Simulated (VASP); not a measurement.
# V (Im-3m) in VASP: notebook

V is run at these levels: PBEsol, r2SCAN; tasks: single point.

Program: VASP 6.6.1. These are calculated values, not measurements. Logs are shortened: lines on timing, memory, paths and dates and some standing lists are left out, and cuts for length are marked.

## Step 1: The cell of the first run

The structure is cubic, space group Im-3m (No. 229). The conventional cell has a = 2.960 Å, b = 2.960 Å, c = 2.960 Å, α = 90.00°, β = 90.00°, γ = 90.00°. V (site symmetry m-3m) has 14 V at 2.56 to 2.96 Å within 3.4 Å.

## Step 2: Single point, PBEsol

INCAR

```
PREC = Accurate
ENCUT = 520
EDIFF = 1E-6
ISMEAR = -1
SIGMA = 0.05
LREAL = F
LASPH = T
NELM = 60
ALGO = Normal
ISIF = 2
LWAVE = F
LCHARG = F
GGA = PS
NBANDS = 12
```

KPOINTS

```
Automatic mesh
0
Gamma
  14 14 14
```

POSCAR

```
V
1.0
   -1.4799860000      1.4799860000      1.4799860000
    1.4799860000     -1.4799860000      1.4799860000
    1.4799860000      1.4799860000     -1.4799860000
V
1
Direct
    0.0000000000      0.0000000000      0.0000000000
```

Potentials or basis: VASP PAW PBE potentials, release 64 (V_sv).

Command:

```bash
> cat potpaw_PBE.64/V_sv/POTCAR > POTCAR
> mpirun -np 1 vasp_std > vasp.out
```

OUTCAR:

```text
PREC = Accurate
   ENCUT = 520
   EDIFF = 1E-6
   ISMEAR = -1
   LREAL = F
   LASPH = T
   NELM = 60
   ISIF = 2
   GGA = PS

 ion  position               nearest neighbor table
   1  0.000  0.000  0.000-

  LATTYP: Found a body centered cubic cell.
 ALAT       =     2.9599720000

  Lattice vectors:

 A1 = (  -1.4799860000,   1.4799860000,   1.4799860000)
 A2 = (   1.4799860000,  -1.4799860000,   1.4799860000)
 A3 = (   1.4799860000,   1.4799860000,  -1.4799860000)

Analysis of symmetry for initial positions (statically):
=====================================================================
 Subroutine PRICEL returns:
 Original cell was already a primitive cell.

 Routine SETGRP: Setting up the symmetry group for a
 body centered cubic supercell.

 Subroutine GETGRP returns: Found 48 space group operations
 (whereof 48 operations were pure point group operations)
 out of a pool of 48 trial point group operations.

The static configuration has the point symmetry O_h .

Analysis of symmetry for dynamics (positions and initial velocities):
=====================================================================
 Subroutine PRICEL returns:
 Original cell was already a primitive cell.

 Routine SETGRP: Setting up the symmetry group for a
 body centered cubic supercell.

 Subroutine GETGRP returns: Found 48 space group operations
 (whereof 48 operations were pure point group operations)
 out of a pool of 48 trial point group operations.

The dynamic configuration has the point symmetry O_h .

 Subroutine INISYM returns: Found 48 space group operations
 (whereof 48 operations are pure point group operations),
 and found     1 'primitive' translations

----------------------------------------------------------------------------------------

                                     Primitive cell

  volume of cell :      12.9668

  direct lattice vectors                    reciprocal lattice vectors
    -1.479986000  1.479986000  1.479986000     0.000000000  0.337841034  0.337841034
     1.479986000 -1.479986000  1.479986000     0.337841034  0.000000000  0.337841034
     1.479986000  1.479986000 -1.479986000     0.337841034  0.337841034  0.000000000

  length of vectors
     2.563410946  2.563410946  2.563410946     0.477779372  0.477779372  0.477779372

  position of ions in fractional coordinates (direct lattice)
     0.000000000  0.000000000  0.000000000

  ion indices of the primitive-cell ions
   primitive index   ion index
                 1           1

----------------------------------------------------------------------------------------

 KPOINTS: Automatic mesh

Automatic generation of k-mesh.
 Grid dimensions read from file:
 generate k-points for:   14   14   14

 Generating k-lattice:

  Cartesian coordinates                     Fractional coordinates (reciprocal lattice)
     0.000000000  0.024131502  0.024131502     0.071428571  0.000000000  0.000000000
     0.024131502  0.000000000  0.024131502     0.000000000  0.071428571  0.000000000
     0.024131502  0.024131502  0.000000000     0.000000000  0.000000000  0.071428571

  Length of vectors
     0.034127098  0.034127098  0.034127098

  Shift w.r.t. Gamma in fractional coordinates (k-lattice)
     0.000000000  0.000000000  0.000000000

 Subroutine IBZKPT returns following result:
 ===========================================

 Found    104 irreducible k-points:

 Following reciprocal coordinates:
            Coordinates               Weight
  0.000000  0.000000  0.000000      1.000000
  0.071429  0.000000  0.000000     12.000000
  0.142857  0.000000  0.000000     12.000000
  0.214286  0.000000  0.000000     12.000000
  0.285714  0.000000  0.000000     12.000000
  0.357143  0.000000  0.000000     12.000000
[... 16 lines left out ...]
  0.285714  0.285714  0.000000     24.000000
  0.357143  0.285714  0.000000     24.000000
 [... further k-points ...]
   k-points           NKPTS =    104   k-points in BZ     NKDIM =    104   number of bands    NBANDS=     12
   number of dos      NEDOS =    301   number of ions     NIONS =      1
   total plane-waves  NPLWV =   8000
   dimension x,y,z NGX =    20 NGY =   20 NGZ =   20
   dimension x,y,z NGXF=    40 NGYF=   40 NGZF=   40
   ions per type =               1
   NGX,Y,Z   is equivalent  to a cutoff of  12.97, 12.97, 12.97 a.u.
   NGXF,Y,Z  is equivalent  to a cutoff of  25.94, 25.94, 25.94 a.u.
 SYSTEM =  unknown system
   PREC   = accura    normal or accurate (medium, high low for compatibility)
   ISTART =      0    job   : 0-new  1-cont  2-samecut
   ICHARG =      2    charge: 1-file 2-atom 10-const
   ISPIN  =      1    spin polarized calculation?
   LNONCOLLINEAR =      F non collinear calculations
   LSORBIT =      F    spin-orbit coupling
   LASPH  =      T    aspherical Exc in radial PAW
   ENCUT  =  520.0 eV  38.22 Ry    6.18 a.u.   4.77  4.77  4.77*2*pi/ulx,y,z
   NELM   =     60;   NELMIN=  2; NELMDL= -5     # of ELM steps
   EDIFF  = 0.1E-05   stopping-criterion for ELM
   LREAL  =      F    real-space projection
   EDIFFG = 0.1E-04   stopping-criterion for IOM
   NSW    =      0    number of steps for IOM
   IBRION =     -1    ionic relax: 0-MD 1-quasi-New 2-CG
   NFREE  =      0    steps in history (QN), initial steepest desc. (CG)
   ISIF   =      2    stress and relaxation
   ISYM   =      2    0-nonsym 1-usesym 2-fastsym
   POTIM  = 0.5000    time-step for ionic-motion
   TEBEG  =    0.0;   TEEND  =   0.0 temperature during run
   PSTRESS=    0.0 pullay stress
   NELECT =      13.0000    total number of electrons
   NUPDOWN=      -1.0000    fix difference up-down
   EMIN   =  10.00;   EMAX   =-10.00  energy-range for DOS
   EFERMI =   0.00;   METHOD = LEGACY
   ISMEAR =    -1;   SIGMA  =   0.05  broadening in eV -4-tet -1-fermi 0-gaus
   EFERMI_NEDOS =   21; number of points for ismear=-14 and -15
   IALGO  =     38    algorithm
   IMIX   =      4    mixing-type and parameters
     AMIX     =   0.40;   BMIX     =  1.00
     AMIX_MAG =   1.60;   BMIX_MAG =  1.00
  volume/ion in A,a.u.               =      12.97        87.50
  Fermi-wavevector in a.u.,A,eV,Ry     =   1.638495  3.096306 36.527078  2.684665
  Thomas-Fermi vector in A             =   2.729458
   LORBIT       =      0    0 simple, 1 ext, 2 COOP (PROOUT), +10 PAW based schemes
   GGA     = PS    functional components
   LHFCALC =     F    Hartree Fock is set to
   AEXX    =    0.0000 exact exchange contribution
   IVDW    =     0    specifies the selected vdW correction
   LEPSILON=     F    determine dielectric tensor
   LRPA    =     F    only Hartree local field effects (RPA)
 non-spin polarized calculation
  energy-cutoff  :      520.00
  volume of cell :       12.97
 maximum number of plane-waves:       370
   NGX =  9   NGY =  9   NGZ =  9

 number of electron      13.0000001 magnetization

 Free energy of the ion-electron system (eV)
  ---------------------------------------------------
  ext. energy  EPLUGINS =         0.00000000
  ---------------------------------------------------
  free energy    TOTEN  =        -9.64655145 eV

  energy without entropy =       -9.63526439  energy(sigma->0) =       -9.64090792

 E-fermi :  10.0343     XC(G=0): -13.2690

 val. band max:       10.0160738907   @ k =  -0.2857   0.2857   0.1429
 cond. band min:      10.0385823758   @ k =  -0.2143   0.2143   0.2143
 fundamental gap:      0.0225084851
 Fermi energy:        10.0342774740

 k-point     1 :       0.0000    0.0000    0.0000
  band No.  band energies     occupation
      1     -53.3948      2.00000
      2     -26.7293      2.00000
      3     -26.7293      2.00000
      4     -26.7293      2.00000
      5       3.3642      2.00000
      6      10.4584      0.00041
      7      10.4584      0.00041
      8      10.4584      0.00041
      9      12.5610      0.00000
     10      12.5610      0.00000
     11      30.8269      0.00000
     12      30.8269      0.00000

 k-point     2 :       0.0714    0.0000    0.0000
  band No.  band energies     occupation
      1     -53.3834      2.00000
      2     -26.7826      2.00000
      3     -26.7454      2.00000
      4     -26.7297      2.00000
      5       3.5778      2.00000
      6      10.3654      0.00266
      7      10.4374      0.00063
      8      10.6136      0.00002
      9      12.4550      0.00000
     10      12.5670      0.00000
     11      30.4997      0.00000
     12      30.8024      0.00000

 k-point     3 :       0.1429    0.0000    0.0000
  band No.  band energies     occupation
      1     -53.3513      2.00000
      2     -26.9305      2.00000
      3     -26.7903      2.00000
      4     -26.7309      2.00000
      5       4.1865      2.00000
      6      10.1132      0.34199
      7      10.3299      0.00540
      8      11.0633      0.00000
      9      12.2559      0.00000
     10      12.5906      0.00000
     11      29.4695      0.00000
     12      30.4878      0.00000
[... 286 lines left out ...]
 k-point    23 :       0.2857    0.2857    0.0000
  band No.  band energies     occupation
      1     -53.1404      2.00000
      2     -27.5498      2.00000
      3     -27.2729      2.00000
      4     -26.8486      2.00000
      5       8.1258      2.00000
      6       8.7953      2.00000
      7       9.4774      1.99997
      8      12.5586      0.00000
      9      13.0550      0.00000
     10      17.2401      0.00000
     11      21.4670      0.00000
     12      22.2906      0.00000

 k-point    24 :       0.3571    0.2857    0.0000
  band No.  band energies     occupation
      1     -53.1331      2.00000
      2     -27.5097      2.00000
      3     -27.3499      2.00000
      4     -26.8538      2.00000
      5       8.2221      2.00000
      6       8.9117      2.00000
      7       9.3224      2.00000
      8      12.7065      0.00000
      9      12.9914      0.00000
     10      18.4371      0.00000
     11      20.1979      0.00000
     12      21.9049      0.00000

 [... further k-points ...]

------------------------ aborting loop because EDIFF is reached ----------------------------------------

  FORCE on cell =-STRESS in cart. coord.  units (eV):
  Direction    XX          YY          ZZ          XY          YZ          ZX
  --------------------------------------------------------------------------------------
  -------------------------------------------------------------------------------------
  Total       -0.0022012     -0.0022012     -0.0022012      0.0000000      0.0000000     -0.0000000
  in kB       -0.2719772     -0.2719772     -0.2719772      0.0000000      0.0000000     -0.0000000
  external PRESSURE =      -0.2719772 kB  Pullay stress =       0.0000000 kB

 VOLUME and BASIS-vectors are now :
 -----------------------------------------------------------------------------
  energy-cutoff  :      520.00
  volume of cell :       12.97
      direct lattice vectors                 reciprocal lattice vectors
    -1.479986000  1.479986000  1.479986000     0.000000000  0.337841034  0.337841034
     1.479986000 -1.479986000  1.479986000     0.337841034  0.000000000  0.337841034
     1.479986000  1.479986000 -1.479986000     0.337841034  0.337841034  0.000000000

 POSITION                                       TOTAL-FORCE (eV/Angst)
 -----------------------------------------------------------------------------------
      0.00000      0.00000      0.00000         0.000000      0.000000     -0.000000
 -----------------------------------------------------------------------------------
    total drift:                                0.000000     -0.000000      0.000000

  FREE ENERGIE OF THE ION-ELECTRON SYSTEM (eV)
  ---------------------------------------------------
  free  energy   TOTEN  =        -9.6465514531 eV

  energy  without entropy=       -9.6352643900  energy(sigma->0) =       -9.64090792
```

It took 12 s on 1 thread of Intel Xeon Platinum 8375C at 2.90GHz (Ice Lake), shared host; peak memory 0.13 GiB.

What came out:

```yaml
Free_energy: -9.6466 eV
Pressure: 0.0 GPa
```

Caveat: the PAW data sets were made with another functional, which shifts forces and pressure a little.

(Continued in part 2 of 2.)
